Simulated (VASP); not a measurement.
# AlNi (rocksalt type) (Fm-3m) in VASP: notebook, part 2 of 2

VASP 6.6.1.

## 3. Relaxation of cell and atoms, PBE, target pressure 46 GPa, at which the enthalpy is minimised

Input file INCAR:

```
PREC     = Accurate       # precision mode
ENCUT    = 600            # plane-wave cutoff, eV
EDIFF    = 1E-6           # SCF threshold, eV
ISMEAR   = -1             # smearing method
SIGMA    = 0.08           # smearing width, eV
LREAL    = F              # projectors in reciprocal space
LASPH    = T              # aspherical terms in the spheres
NELM     = 60             # most SCF steps
ALGO     = Normal         # electronic algorithm
ISIF     = 3              # what is computed and relaxed
LWAVE    = F              # write WAVECAR
LCHARG   = F              # write CHGCAR
GGA      = PE             # functional
IBRION   = 2              # ionic algorithm
NSW      = 32             # ionic steps
EDIFFG   = -0.005         # ionic threshold
PSTRESS  = 460.0
```

Input file KPOINTS:

```
regular mesh
0
Gamma
  15 15 15
```

Input file POSCAR:

```
AlNi
1.0
    0.0000000000      2.2372890788      2.2372890788
    2.2372890788      0.0000000000      2.2372890788
    2.2372890788      2.2372890788      0.0000000000
Ni Al
1 1
Direct
    0.0000000000      0.0000000000      0.0000000000
    0.5000000000      0.5000000000      0.5000000000
```

Potentials or basis: VASP PAW PBE potentials, release 64 (Ni, Al).

Started as:

```console
> cat potpaw_PBE.64/Ni/POTCAR potpaw_PBE.64/Al/POTCAR > POTCAR
> mpirun -np 1 vasp_std > vasp.out
```

OUTCAR:

```text
PREC = Accurate
   ENCUT = 600
   EDIFF = 1E-6
   ISMEAR = -1
   LREAL = F
   LASPH = T
   NELM = 60
   ISIF = 3
   GGA = PE
   IBRION = 2
   NSW = 32
   EDIFFG = -0.005
   PSTRESS = 460.0

 ion  position               nearest neighbor table
   1  0.000  0.000  0.000-   2 2.24   2 2.24   2 2.24   2 2.24   2 2.24   2 2.24
   2  0.500  0.500  0.500-   1 2.24   1 2.24   1 2.24   1 2.24   1 2.24   1 2.24

  LATTYP: Found a face centered cubic cell.
 ALAT       =     4.4745781576

  Lattice vectors:

 A1 = (   0.0000000000,   2.2372890788,   2.2372890788)
 A2 = (   2.2372890788,   0.0000000000,   2.2372890788)
 A3 = (   2.2372890788,   2.2372890788,   0.0000000000)

Analysis of symmetry for initial positions (statically):
=====================================================================
 Subroutine PRICEL returns:
 Original cell was already a primitive cell.

 Routine SETGRP: Setting up the symmetry group for a
 face centered cubic supercell.

 Subroutine GETGRP returns: Found 48 space group operations
 (whereof 48 operations were pure point group operations)
 out of a pool of 48 trial point group operations.

The static configuration has the point symmetry O_h .

Analysis of symmetry for dynamics (positions and initial velocities):
=====================================================================
 Subroutine PRICEL returns:
 Original cell was already a primitive cell.

 Routine SETGRP: Setting up the symmetry group for a
 face centered cubic supercell.

 Subroutine GETGRP returns: Found 48 space group operations
 (whereof 48 operations were pure point group operations)
 out of a pool of 48 trial point group operations.

The dynamic configuration has the point symmetry O_h .

 Subroutine INISYM returns: Found 48 space group operations
 (whereof 48 operations are pure point group operations),
 and found     1 'primitive' translations

[... 128 lines left out ...]
  volume of cell :       22.40
 maximum number of plane-waves:       763
 NGX is ok and might be reduce to    28
   NGX = 13   NGY = 13   NGZ = 13

--------------------------------------- Ionic step        1  -------------------------------------------

 number of electron      13.0000004 magnetization

 Free energy of the ion-electron system (eV)
  ---------------------------------------------------
  ext. energy  EPLUGINS =         0.00000000
  ---------------------------------------------------
  free energy    TOTEN  =        -8.58186555 eV

  energy without entropy =       -8.56996067  energy(sigma->0) =       -8.57591311

------------------------ aborting loop because EDIFF is reached ----------------------------------------

  FORCE on cell =-STRESS in cart. coord.  units (eV):
  Direction    XX          YY          ZZ          XY          YZ          ZX
  --------------------------------------------------------------------------------------
  -------------------------------------------------------------------------------------
  Total        6.4089727      6.4089727      6.4089727     -0.0000000     -0.0000000      0.0000000
  in kB      458.4613179    458.4613179    458.4613179     -0.0000000     -0.0000000      0.0000000
  external PRESSURE =      -1.5386821 kB  Pullay stress =     460.0000000 kB
[... 63 lines left out ...]
--------------------------------------- Ionic step        3  -------------------------------------------

 number of electron      13.0000004 magnetization

 Free energy of the ion-electron system (eV)
  ---------------------------------------------------
  ext. energy  EPLUGINS =         0.00000000
  ---------------------------------------------------
  free energy    TOTEN  =        -8.57859810 eV

  energy without entropy =       -8.56670096  energy(sigma->0) =       -8.57264953

 E-fermi :  11.0087     XC(G=0): -12.2922

 val. band max:       10.9771207022   @ k =   0.4667   0.2000   0.0667
 cond. band min:      11.0827948966   @ k =   0.4667   0.2667   0.0000
 fundamental gap:      0.1056741944
 Fermi energy:        11.0086592123

 k-point     1 :       0.0000    0.0000    0.0000
  band No.  band energies     occupation
      1      -0.6076      2.00000
      2       8.0182      2.00000
      3       8.0182      2.00000
      4       8.0182      2.00000
      5       8.1768      2.00000
      6       8.1768      2.00000
      7      19.3319      0.00000
      8      19.3319      0.00000
      9      19.3319      0.00000
     10      22.6140      0.00000
[... 287 lines left out ...]
 k-point    24 :       0.2000    0.1333    0.0000
  band No.  band energies     occupation
      1       0.3046      2.00000
      2       7.6864      2.00000
      3       7.8385      2.00000
      4       8.1323      2.00000
      5       8.2416      2.00000
      6       8.3592      2.00000
      7      16.1955      0.00000
      8      17.0089      0.00000
      9      19.2127      0.00000
     10      20.3351      0.00000

 [... further k-points ...]

------------------------ aborting loop because EDIFF is reached ----------------------------------------

  FORCE on cell =-STRESS in cart. coord.  units (eV):
  Direction    XX          YY          ZZ          XY          YZ          ZX
  --------------------------------------------------------------------------------------
  -------------------------------------------------------------------------------------
  Total        6.4279864      6.4279864      6.4279864     -0.0000000     -0.0000000     -0.0000000
  in kB      460.0555680    460.0555680    460.0555680     -0.0000000     -0.0000000     -0.0000000
  external PRESSURE =       0.0555680 kB  Pullay stress =     460.0000000 kB
[... 21 lines left out ...]
  energy  without entropy=       -8.5667009572  energy(sigma->0) =       -8.57264953

  enthalpy is  TOTEN    =        -2.1513880926 eV   P V=        6.4272100060

 reached required accuracy - stopping structural energy minimisation
```

OSZICAR:

```text
N       E                     dE             d eps       ncg     rms          rms(c)
DAV:   1     0.469314640680E+02    0.46931E+02   -0.64718E+03  2424   0.158E+03
DAV:   2    -0.801924440719E+01   -0.54951E+02   -0.52412E+02  2410   0.222E+02
[... 19 lines left out ...]
       N       E                     dE             d eps       ncg     rms          rms(c)
DAV:   1    -0.857885793338E+01   -0.70125E-02   -0.34119E-03  2648   0.117E+00    0.144E-01
DAV:   2    -0.857899054805E+01   -0.13261E-03   -0.72919E-03  2668   0.159E+00    0.153E-01
DAV:   3    -0.857860551638E+01    0.38503E-03   -0.26011E-03  2642   0.966E-01    0.219E-02
DAV:   4    -0.857859803731E+01    0.74791E-05   -0.18616E-05  2566   0.508E-02    0.284E-03
DAV:   5    -0.857859809853E+01   -0.61226E-07   -0.74291E-07  1240   0.142E-02
   3 F= -.21513881E+01 E0= -.21454395E+01  d E =-.492790E-05
```

Wall time 1.7 min (1 thread of Intel Xeon 8259CL, shared host); peak memory 0.19 GiB.

Results:

```yaml
Free_energy: -8.5786 eV
Relaxed_volume: 11.19 Å³/atom
Relaxed_cell: a = 3.163 Å, b = 3.163 Å, c = 3.163 Å, α = 60.00°, β = 60.00°, γ = 60.00°
Space_group_after_relaxing_to_0.1_Å: Fm-3m (No. 225)
Energy_change_on_relaxing_the_run_minimises_the_enthalpy: +1.6 meV/atom
Ionic_steps: 3
Pressure_after_relaxing: 46.0 GPa
Band_gap_on_the_k_mesh: zero (an odd number of electrons rules out a gap without spin polarisation)
```

The path:
| step | energy change (eV) | largest force (eV/Å) | pressure (GPa) | volume (Å³) |
| --- | --- | --- | --- | --- |
| 1 | 0.0000 | 0.0000 | 45.85 | 22.40 |
| 2 | 0.0100 | 0.0000 | 46.32 | 22.36 |
| 3 | 0.0033 | 0.0000 | 46.01 | 22.39 |

Final structure:
```xyz
2
Lattice="0.0000 2.2369 2.2369 2.2369 0.0000 2.2369 2.2369 2.2369 0.0000" Properties=species:S:1:pos:R:3 pbc="T T T"
Ni    0.0000    0.0000    0.0000
Al    2.2369    2.2369    2.2369
```

Levels at points of the mesh, in eV from the Fermi level:
```csv
k point,band 2,band 3,band 4,band 5,band 6,band 7,band 8,band 9,band 10
"(0.00, 0.00, 0.00)",-2.99,-2.99,-2.99,-2.83,-2.83,8.32,8.32,8.32,11.61
```

Caveat: the cell is relaxed towards a set pressure, so the run minimises the enthalpy, not the energy.

## 4. Relaxation of cell and atoms, PBE

This run uses another cell than the first one, of 14.25 Å³/atom.

Input file INCAR:

```
PREC     = Accurate       # precision mode
ENCUT    = 600            # plane-wave cutoff, eV
EDIFF    = 1E-6           # SCF threshold, eV
ISMEAR   = -1             # smearing method
SIGMA    = 0.08           # smearing width, eV
LREAL    = False          # projectors in reciprocal space
LASPH    = True           # aspherical terms in the spheres
NELM     = 80             # most SCF steps
ALGO     = Normal         # electronic algorithm
ISIF     = 3              # what is computed and relaxed
LWAVE    = False          # write WAVECAR
LCHARG   = False          # write CHGCAR
GGA      = PE             # functional
IBRION   = 2              # ionic algorithm
NSW      = 60             # ionic steps
EDIFFG   = -0.005         # ionic threshold
```

Input file KPOINTS:

```
Automatic mesh
0
Gamma
  14 14 14
```

Input file POSCAR:

```
AlNi
1.0
    0.0000000000      2.4244436911      2.4244436911
    2.4244436911      0.0000000000      2.4244436911
    2.4244436911      2.4244436911      0.0000000000
Ni Al
1 1
Direct
    0.0000000000      0.0000000000      0.0000000000
    0.5000000000      0.5000000000      0.5000000000
```

Started as:

```console
> cat potpaw_PBE.64/Ni/POTCAR potpaw_PBE.64/Al/POTCAR > POTCAR
> mpirun -np 1 vasp_std > vasp.out
```

It took 95 s on 1 thread of Intel Xeon 8259CL, shared host; peak memory 0.19 GiB.

It converged, with:

* Free energy: -9.3040 eV
* Relaxed volume: 14.33 Å³/atom
* Relaxed cell: a = 3.435 Å, b = 3.435 Å, c = 3.435 Å, α = 60.00°, β = 60.00°, γ = 60.00°
* Space group after relaxing (to 0.1 Å): Fm-3m (No. 225)
* Energy gained by relaxing: 0.2 meV/atom
* Ionic steps: 3
* Pressure after relaxing: 0.0 GPa
* Band gap on the k mesh: zero (an odd number of electrons rules out a gap without spin polarisation)

The path:
```
step  energy change (eV)  largest force (eV/Å)  pressure (GPa)  volume (Å³)
   1              0.0000                0.0000            0.56        28.50
   2             -0.0003                0.0000           -0.18        28.71
   3             -0.0003                0.0000           -0.01        28.67
```

Final structure:
```xyz
2
Lattice="0.0000 2.4292 2.4292 2.4292 0.0000 2.4292 2.4292 2.4292 0.0000" Properties=species:S:1:pos:R:3 pbc="T T T"
Ni    0.0000    0.0000    0.0000
Al    2.4292    2.4292    2.4292
```

Levels at points of the mesh, in eV from the Fermi level:
```csv
k point,band 2,band 3,band 4,band 5,band 6,band 7,band 8,band 9,band 10
"(0.00, 0.00, 0.00)",-2.03,-2.03,-2.03,-1.97,-1.97,6.69,6.69,6.69,10.46
"(0.50, 0.00, 0.00)",-5.28,-2.46,-2.46,-1.38,-1.38,-0.77,6.66,6.66,7.82
"(0.50, 0.50, 0.00)",-3.43,-2.79,-1.67,-1.23,-1.23,-0.25,1.71,1.71,5.47
```

## 5. Overview

```tsv
cell	k mesh	gap on the mesh (eV)	pressure (GPa)
relaxed to 46 GPa from a = 3.163 Å, angles 60.0°, 2 atoms	15 × 15 × 15	none	46.0
relaxed to 46 GPa from a = 3.164 Å, angles 60.0°, 2 atoms	15 × 15 × 15	none	46.0
relaxed from a = 3.429 Å, angles 60.0°, 2 atoms	14 × 14 × 14	none	0.0
```

Alike in all rows: task relaxation of cell and atoms; level PBE; potentials or basis VASP PAW PBE potentials, release 64 (Ni, Al); no spin polarisation; cutoff (eV) 600; smearing fermi-dirac 0.08 eV.

Caveats: the cell is relaxed towards a set pressure, so the run minimises the enthalpy, not the energy (at least some runs).

Absolute energies hang on the potentials; compare differences alone.

The gap in the log of VASP goes by the Fermi energy; the results here count the filled bands.